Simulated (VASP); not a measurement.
Crystal: Cs.

```
Cs
1.0
     7.82932    0.00000    0.00000
    -3.91466    6.78039    0.00000
     0.00000    0.00000    6.67389
Cs
3
Direct
  0.33333 0.66667 0.50000
  0.00000 0.00000 0.00000
  0.66667 0.33333 0.50000
```

This isn't the form of Cs at room conditions, which is bcc.

```yaml
Program: VASP 6.6.1
Task: relaxation of cell and atoms
Functional: PBE
Potentials_or_basis: VASP PAW PBE potentials, release 64 (Cs_sv)
Cutoff: 500 eV
k_mesh: 9 × 9 × 8
Occupations: gaussian, width 0.1 eV
Spin: no spin polarisation
```

At the start: pressure 0.1 GPa; volume 118.10 Å³/atom.

How do energy, volume and symmetry change on relaxing?

Over 12 steps the energy falls by 72.4 meV/atom; space group P6/mmm (No. 191, to 0.1 Å) before and after.

The path:
| step | energy change (eV) | largest force (eV/Å) | pressure (GPa) | volume (Å³) |
| --- | --- | --- | --- | --- |
| 1 | 0.0000 | 0.0000 | 0.13 | 354.29 |
| 2 | -0.0273 | 0.0000 | 0.09 | 359.24 |
| 3 | -0.0957 | 0.0000 | -0.02 | 373.50 |
| 4 | -0.1669 | 0.0000 | -0.17 | 399.00 |
| 5 | -0.1700 | 0.0000 | -0.19 | 402.48 |
| 6 | -0.2016 | 0.0000 | -0.13 | 382.42 |
| 7 | -0.2139 | 0.0000 | -0.07 | 366.54 |
| 8 | -0.2148 | 0.0000 | -0.05 | 360.56 |
| 9 | -0.2148 | 0.0000 | -0.04 | 361.40 |
| 10 | -0.2148 | 0.0000 | -0.05 | 362.23 |
| 11 | -0.2168 | 0.0000 | -0.03 | 357.18 |
| 12 | -0.2172 | 0.0000 | -0.01 | 354.41 |

Final structure:
```
CELL_PARAMETERS angstrom
8.81209 0.00000 0.00000
-4.40604 7.63149 0.00000
0.00000 0.00000 5.27006
ATOMIC_POSITIONS crystal
Cs 0.33333 0.66667 0.50000
Cs 0.00000 0.00000 0.00000
Cs 0.66667 0.33333 0.50000
```

Caveat: a cell axis changed by over 15 % at a fixed basis, so the end point is rough.
